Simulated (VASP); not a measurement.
BaTiO3: relaxation of cell and atoms with PBE

Crystal: BaTiO3.

```
CELL_PARAMETERS angstrom
2.82737 1.63238 2.31839
-2.82737 1.63238 2.31839
0.00000 -3.26476 2.31839
ATOMIC_POSITIONS crystal
Ba 0.00000 0.00000 0.00000
Ti 0.48450 0.48450 0.48450
O 0.50860 0.01750 0.50860
O 0.01750 0.50860 0.50860
O 0.50860 0.50860 0.01750
```

```yaml
Program: VASP 6.6.1
Task: relaxation of cell and atoms
Functional: PBE
Potentials_or_basis: VASP PAW PBE potentials, release 64 (Ba_sv, Ti_sv, O)
Cutoff: 600 eV
k_mesh: 7 × 7 × 7
Occupations: fermi-dirac, width 0.05 eV
Spin: no spin polarisation
Target_pressure: 30 GPa
Dipole_correction: no
Further_INCAR_settings: ALGO = Normal; EDIFF = 1e-06; IBRION = 2; EDIFFG = -0.01; NSW = 60; ISIF = 3
```

- Relaxed volume: 11.43 Å³/atom
- Relaxed cell: a = 3.852 Å, b = 3.852 Å, c = 3.852 Å, α = 90.00°, β = 90.00°, γ = 90.00°
- Space group after relaxing (to 0.05 Å): Pm-3m (No. 221)
- Energy change on relaxing (the enthalpy is what falls): +140.0 meV/atom
- Ionic steps: 17
- Pressure after relaxing: 30.0 GPa
- Largest force after relaxing: 0.007 eV/Å
- Band gap on the k mesh: 1.98 eV, direct

Forces on the atoms (eV/Å):
```
Ba   0.000  0.000 -0.002
Ti   0.000  0.000  0.001
O   -0.006  0.004  0.000
O    0.006  0.004  0.000
O    0.000 -0.007  0.000
```

Step by step:
```
step  energy change (eV)  largest force (eV/Å)  pressure (GPa)  volume (Å³)
   1              0.0000                0.2079            6.66        64.20
   2              4.2827                3.4414          101.94        48.34
   3              0.6224                1.2592           28.77        58.21
   4              0.6717                1.3118           30.05        57.94
   5              0.7619                0.3017           31.61        56.95
   6              0.7693                0.2724           31.75        56.91
   7              0.6025                0.1613           27.33        57.77
   8              0.6448                0.1867           28.49        57.54
   9              0.6711                0.1576           29.30        57.35
  10              0.7039                0.1425           30.17        57.16
  11              0.6969                0.0768           29.97        57.19
  12              0.6920                0.0297           29.83        57.21
  13              0.6925                0.0312           29.84        57.21
  14              0.7112                0.0102           30.34        57.11
  15              0.7045                0.0135           30.22        57.14
  16              0.6932                0.0140           29.93        57.20
  17              0.6999                0.0074           30.00        57.17
```

Final structure:
```xyz
5
Lattice="2.7240 1.5727 2.2241 -2.7240 1.5727 2.2241 0.0000 -3.1454 2.2241" Properties=species:S:1:pos:R:3 pbc="T T T"
Ba    0.0000    0.0000    0.0257
Ti    0.0000    0.0000    3.3612
O     1.3624   -0.7866    2.2499
O    -1.3624   -0.7866    2.2499
O     0.0000    1.5731    2.2499
```

Levels at points of the mesh, in eV from the valence-band top:
```csv
k point,band 17,band 18,band 19,band 20,band 21,band 22,band 23,band 24
"(0.00, 0.00, 0.00)",-1.27,0.00,0.00,0.00,1.98,1.98,1.98,4.72
```

Run time: 22 min on 1 thread of AMD EPYC 7R13, on a shared host, peak memory 0.23 GiB.

Caveat: the cell is relaxed towards a set pressure, so the enthalpy falls and the energy may rise; spin-orbit coupling is left out, which moves the levels of the heavy elements. As with any semilocal functional, this PBE gap is likely too small.
